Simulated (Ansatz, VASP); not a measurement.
# HfSi3O8 in VASP and in Ansatz

INCAR

```
SYSTEM = HfSi3O8
ALGO     = Normal         ! electronic algorithm
EDIFF    = 1E-7           ! SCF threshold, eV
ENCUT    = 520            ! plane-wave cutoff, eV
GGA      = PE             ! functional
ISIF     = 2              ! what is computed and relaxed
ISMEAR   = -1             ! smearing method
LASPH    = .TRUE.         ! aspherical terms in the spheres
LCHARG   = .FALSE.        ! write CHGCAR
LREAL    = .FALSE.        ! projectors in reciprocal space
LWAVE    = .FALSE.        ! write WAVECAR
NBANDS   = 47             ! bands
NELM     = 60             ! most SCF steps
PREC     = Accurate       ! precision mode
SIGMA    = 0.02           ! smearing width, eV
```

KPOINTS

```
k-points
0
G
  6 6 6
  0 0 0
```

The input POSCAR:

```
HfSi3O8
1.0
    4.8702156845      0.1613855609     -0.0274224236
    0.1631602789      4.3321731153      0.2930469883
   -0.8650350669      0.2674049619      5.2432215939
Hf Si O
1 3 8
Direct
    0.3015020178      0.4513604655      0.7197010355
    0.7816501707      0.9268022481      0.8179305266
    0.7328178239      0.5176577973      0.3397149052
    0.2583222080      0.0842579005      0.2122708688
    0.4497740600      0.8507160955      0.8060080411
    0.6411626022      0.2627947962      0.5899649596
    0.5085520839      0.3002611882      0.1185945882
    0.4170558741      0.7509498463      0.3436039134
    0.0749741432      0.2592407401      0.3976638654
    0.8687066783      0.7274590854      0.1164617025
    0.9157292673      0.7133546862      0.6118234170
    0.0497530707      0.1551451506      0.9262621764
```

Input for Ansatz:

```yaml
crystal:
  lattice:
    - [4.8702156845, 0.1613855609, -0.0274224236]
    - [0.1631602789, 4.3321731153, 0.2930469883]
    - [-0.8650350669, 0.2674049619, 5.2432215939]
  atoms:
    - { symbol: Hf, position: [0.3015020178, 0.4513604655, 0.7197010355] }
    - { symbol: Si, position: [0.7816501707, 0.9268022481, 0.8179305266] }
    - { symbol: Si, position: [0.7328178239, 0.5176577973, 0.3397149052] }
    - { symbol: Si, position: [0.258322208, 0.0842579005, 0.2122708688] }
    - { symbol: O, position: [0.44977406, 0.8507160955, 0.8060080411] }
    - { symbol: O, position: [0.6411626022, 0.2627947962, 0.5899649596] }
    - { symbol: O, position: [0.5085520839, 0.3002611882, 0.1185945882] }
    - { symbol: O, position: [0.4170558741, 0.7509498463, 0.3436039134] }
    - { symbol: O, position: [0.0749741432, 0.2592407401, 0.3976638654] }
    - { symbol: O, position: [0.8687066783, 0.7274590854, 0.1164617025] }
    - { symbol: O, position: [0.9157292673, 0.7133546862, 0.611823417] }
    - { symbol: O, position: [0.0497530707, 0.1551451506, 0.9262621764] }
kpoints:
  mp_grid: { grid: [6, 6, 6] }
  band_path:
    path:
      - [[0.0, 0.0, 0.0], [-0.5, -2.313644227153e-18, -6.141066794435e-17]]
      - [[-2.252493857779e-17, 0.5, -1.131715103496e-16], [0.0, 0.0, 0.0], [-4.30126715992e-18, 8.644541277589e-18, -0.5]]
      - [[0.5, -0.5, -0.5], [0.0, 0.0, 0.0], [1.849622928578e-17, -0.5, -0.5]]
      - [[0.5, 9.05580992178e-19, -0.5], [0.0, 0.0, 0.0], [-0.5, -0.5, 6.19686798053e-17]]
    npoints: 10
hamiltonian:
  xc: pbe
scf:
  occupations: { method: fermi_dirac, width: 0.02 }
  n_extra_bands: 7
output:
  forces: true
  stress: true
  eigenvalues: true
```

Alike in both runs: task single point; functional PBE; k mesh 6 × 6 × 6; occupations fermi-dirac, width 0.02 eV; no spin polarisation.

|  | VASP | Ansatz |
| --- | --- | --- |
| version | VASP 6.6.1 | Ansatz 0.2.0 |
| potentials or method | VASP PAW PBE potentials, release 64 (Hf_pv, Si, O) | plane waves, PAW |
| plane-wave cutoff (eV) | 520 | 420 |
| valence electrons in the cell | 70 | 86 |

|  | VASP | Ansatz | Ansatz less VASP |
| --- | --- | --- | --- |
| gap on the k mesh at the Fermi level (eV) | 4.41 | 4.44 | +0.037 |
| pressure (GPa) | 6.8 | 7.7 | +0.85 |
| traceless stress, the component that is largest in VASP (GPa) | -0.63 | -0.57 | +0.059 |
| rms of the force components (eV/Å) | 0.147 | 0.106 | -0.0408 |

Atom by atom the forces differ by 0.064 eV/Å (rms over components). VASP's potentials hold 70 valence electrons a cell and Ansatz's 86, so a difference there can come from the potentials and not from the codes.

Neither program's run includes spin-orbit coupling.
